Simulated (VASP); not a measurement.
# Cr (Cmcm) in VASP: single point with PBE

Aim: the single point of Cr with PBE.

Everything below comes from runs of VASP 6.6.1. Logs are shortened: lines on timing, memory, paths and dates and some standing lists are left out, and cuts for length are marked.

### 1 The cell of the first run

It takes space group Cmcm (No. 63, orthorhombic). Conventional cell: a = 4.031 Å, b = 2.850 Å, c = 4.031 Å, α = 90.00°, β = 90.00°, γ = 90.00°. Within 3.2 Å of Cr (site symmetry m2m) lie 14 Cr at 2.43 to 2.85 Å.

### 2 Single point, PBE

INCAR reads:

```
ALGO = Normal
EDIFF = 1E-6
ENCUT = 500
GGA = PE
GGA_COMPAT = False
ISIF = 2
ISMEAR = -1
LASPH = True
LCHARG = True
LELF = True
LREAL = False
LVHAR = True
LWAVE = False
NBANDS = 19
NELM = 120
PREC = Accurate
SIGMA = 0.1
```

KPOINTS reads:

```
k-points
0
Gamma
  8 8 4
```

POSCAR reads:

```
Cr
1.0
   -1.4250000000      1.4250000000      1.4250000000
    1.4250000000     -1.4250000000      1.4250000000
    2.8500000000      2.8500000000     -2.8500000000
Cr
2
Direct
   -0.0122807018     -0.0122807018     -0.2500000000
    0.0122807018      0.0122807018      0.2500000000
```

Potentials or basis: VASP PAW PBE potentials, release 64 (Cr_pv).

Launch:

```bash
cat potpaw_PBE.64/Cr_pv/POTCAR > POTCAR
mpirun -np 1 vasp_std > vasp.out
```

OUTCAR:

```text
EDIFF = 1E-6
   ENCUT = 500
   GGA = PE
   ISIF = 2
   ISMEAR = -1
   LASPH = True
   LREAL = False
   NELM = 120
   PREC = Accurate

 ion  position               nearest neighbor table
   1  0.988  0.988  0.750-   2 2.43   2 2.43   2 2.51   2 2.51   2 2.85   2 2.85   2 2.85   2 2.85

   2  0.012  0.012  0.250-   1 2.43   1 2.43   1 2.51   1 2.51   1 2.85   1 2.85   1 2.85   1 2.85

  LATTYP: Found a base centered orthorhombic cell.
 ALAT       =     2.8500000000
 B/A-ratio  =     1.4142135624
 C/A-ratio  =     1.4142135624

  Lattice vectors:

 A1 = (  -1.4250000000,   1.4250000000,   1.4250000000)
 A2 = (   1.4250000000,  -1.4250000000,   1.4250000000)
 A3 = (   2.8500000000,   2.8500000000,   0.0000000000)

Analysis of symmetry for initial positions (statically):
=====================================================================
 Subroutine PRICEL returns:
 Original cell was already a primitive cell.

 Routine SETGRP: Setting up the symmetry group for a
 base centered orthorhombic supercell.

 Subroutine GETGRP returns: Found  8 space group operations
 (whereof  4 operations were pure point group operations)
 out of a pool of  8 trial point group operations.

The static configuration has the point symmetry C_2h.
 The point group associated with its full space group is D_2h.

Analysis of symmetry for dynamics (positions and initial velocities):
=====================================================================
 Subroutine PRICEL returns:
 Original cell was already a primitive cell.

 Routine SETGRP: Setting up the symmetry group for a
 base centered orthorhombic supercell.

 Subroutine GETGRP returns: Found  8 space group operations
 (whereof  4 operations were pure point group operations)
 out of a pool of  8 trial point group operations.

The dynamic configuration has the point symmetry C_2h.
 The point group associated with its full space group is D_2h.

 Subroutine INISYM returns: Found  8 space group operations
 (whereof  4 operations are pure point group operations),
 and found     1 'primitive' translations

----------------------------------------------------------------------------------------

                                     Primitive cell

  volume of cell :      23.1491

  direct lattice vectors                    reciprocal lattice vectors
    -1.425000000  1.425000000  1.425000000     0.000000000  0.350877193  0.350877193
[... 78 lines left out ...]
   ISTART =      0    job   : 0-new  1-cont  2-samecut
   ICHARG =      2    charge: 1-file 2-atom 10-const
   ISPIN  =      1    spin polarized calculation?
   LNONCOLLINEAR =      F non collinear calculations
   LSORBIT =      F    spin-orbit coupling
   LASPH  =      T    aspherical Exc in radial PAW
   ENCUT  =  500.0 eV  36.75 Ry    6.06 a.u.   4.50  4.50  9.00*2*pi/ulx,y,z
   NELM   =    120;   NELMIN=  2; NELMDL= -5     # of ELM steps
   EDIFF  = 0.1E-05   stopping-criterion for ELM
   LREAL  =      F    real-space projection
   EDIFFG = 0.1E-04   stopping-criterion for IOM
   NSW    =      0    number of steps for IOM
   IBRION =     -1    ionic relax: 0-MD 1-quasi-New 2-CG
   NFREE  =      0    steps in history (QN), initial steepest desc. (CG)
   ISIF   =      2    stress and relaxation
   ISYM   =      2    0-nonsym 1-usesym 2-fastsym
   POTIM  = 0.5000    time-step for ionic-motion
   TEBEG  =    0.0;   TEEND  =   0.0 temperature during run
   PSTRESS=    0.0 pullay stress
   NELECT =      24.0000    total number of electrons
   NUPDOWN=      -1.0000    fix difference up-down
   EMIN   =  10.00;   EMAX   =-10.00  energy-range for DOS
   EFERMI =   0.00;   METHOD = LEGACY
   ISMEAR =    -1;   SIGMA  =   0.10  broadening in eV -4-tet -1-fermi 0-gaus
   EFERMI_NEDOS =   21; number of points for ismear=-14 and -15
   IALGO  =     38    algorithm
   IMIX   =      4    mixing-type and parameters
     AMIX     =   0.40;   BMIX     =  1.00
     AMIX_MAG =   1.60;   BMIX_MAG =  1.00
  volume/ion in A,a.u.               =      11.57        78.11
  Fermi-wavevector in a.u.,A,eV,Ry     =   1.656916  3.131116 37.353017  2.745369
  Thomas-Fermi vector in A             =   2.744758
   LORBIT       =      0    0 simple, 1 ext, 2 COOP (PROOUT), +10 PAW based schemes
   GGA     = PE    functional components
   LHFCALC =     F    Hartree Fock is set to
   AEXX    =    0.0000 exact exchange contribution
   IVDW    =     0    specifies the selected vdW correction
   LEPSILON=     F    determine dielectric tensor
   LRPA    =     F    only Hartree local field effects (RPA)
 non-spin polarized calculation
  energy-cutoff  :      500.00
  volume of cell :       23.15
 maximum number of plane-waves:       609
   NGX =  9   NGY =  9   NGZ = 17

 number of electron      24.0000006 magnetization

 Free energy of the ion-electron system (eV)
  ---------------------------------------------------
  ext. energy  EPLUGINS =         0.00000000
  ---------------------------------------------------
  free energy    TOTEN  =       -19.03486566 eV

  energy without entropy =      -18.99315833  energy(sigma->0) =      -19.01401199

 E-fermi :  10.8018     XC(G=0): -13.6635

 val. band max:       10.6467637240   @ k =   0.0000   0.0000   0.2500
 cond. band min:      10.9143628705   @ k =  -0.2500   0.2500   0.2500
 fundamental gap:      0.2675991465
 Fermi energy:        10.8018218177

 k-point     1 :       0.0000    0.0000    0.0000
  band No.  band energies     occupation
      1     -32.7166      2.00000
      2     -32.0914      2.00000
      3     -31.8121      2.00000
      4     -31.8080      2.00000
      5     -31.8072      2.00000
      6     -31.7980      2.00000
[... 505 lines left out ...]
      6     -31.8521      2.00000
[... 11 lines left out ...]
     18      13.0570      0.00000
     19      18.0200      0.00000

 [... further k-points ...]
[... 5 lines left out ...]
  --------------------------------------------------------------------------------------
  -------------------------------------------------------------------------------------
  Total       -0.0570189     -0.0570189     -0.0439548     -0.0037225     -0.0000000      0.0000000
  in kB       -3.9463402     -3.9463402     -3.0421608     -0.2576360     -0.0000000      0.0000000
  external PRESSURE =      -3.6449471 kB  Pullay stress =       0.0000000 kB

 VOLUME and BASIS-vectors are now :
 -----------------------------------------------------------------------------
  energy-cutoff  :      500.00
  volume of cell :       23.15
      direct lattice vectors                 reciprocal lattice vectors
    -1.425000000  1.425000000  1.425000000     0.000000000  0.350877193  0.350877193
     1.425000000 -1.425000000  1.425000000     0.350877193  0.000000000  0.350877193
     2.850000000  2.850000000 -2.850000000     0.175438596  0.175438596  0.000000000

 POSITION                                       TOTAL-FORCE (eV/Angst)
 -----------------------------------------------------------------------------------
      2.13750      2.13750      0.67750        -0.000000     -0.000000      0.186285
      0.71250      0.71250     -0.67750         0.000000      0.000000     -0.186285
 -----------------------------------------------------------------------------------
    total drift:                               -0.000000      0.000000     -0.000000

  FREE ENERGIE OF THE ION-ELECTRON SYSTEM (eV)
  ---------------------------------------------------
  free  energy   TOTEN  =       -19.0348656625 eV

  energy  without entropy=      -18.9931583257  energy(sigma->0) =      -19.01401199
```

Run time: 29 s. Hardware: 1 thread of AMD EPYC 7R13, shared host; peak memory 0.11 GiB.

Results:

| Property | Result |
| --- | --- |
| Free energy | -19.0349 eV |
| Pressure | -0.4 GPa |
| Largest force | 0.186 eV/Å |
| Band gap on the k mesh | zero (band 12 reaches 12.05 eV, above the bottom of band 13 at 10.46 eV) |

Forces in eV/Å, atoms in the order of the input:
```
Cr   0.000  0.000  0.186
Cr   0.000  0.000 -0.186
```

Levels at points of the mesh, in eV from the Fermi level:
```csv
k point,band 9,band 10,band 11,band 12,band 13,band 14,band 15,band 16
"(0.00, 0.00, 0.00)",-2.31,-0.79,-0.79,-0.77,1.25,1.26,1.26,1.28
"(0.50, 0.00, 0.00)",-2.33,-2.33,1.21,1.21,1.28,1.28,1.62,1.62
"(0.50, 0.50, 0.00)",-4.15,-2.30,1.23,1.25,1.61,2.53,2.56,2.57
"(0.00, 0.00, 0.50)",-1.60,-1.60,-1.11,-1.11,0.87,0.87,0.97,0.97
"(0.50, 0.00, 0.50)",-2.41,-2.09,-1.52,-1.47,1.01,1.10,1.67,1.81
"(0.50, 0.50, 0.50)",-2.65,-2.65,-0.42,-0.42,0.58,0.58,2.75,2.75
```

Caveat: the k points lie up to 0.39 Å⁻¹ apart; the run has no spin polarisation, though such a crystal can be magnetic. Spin polarisation is off, so any magnetic state and its effect on volume and gap are missing.
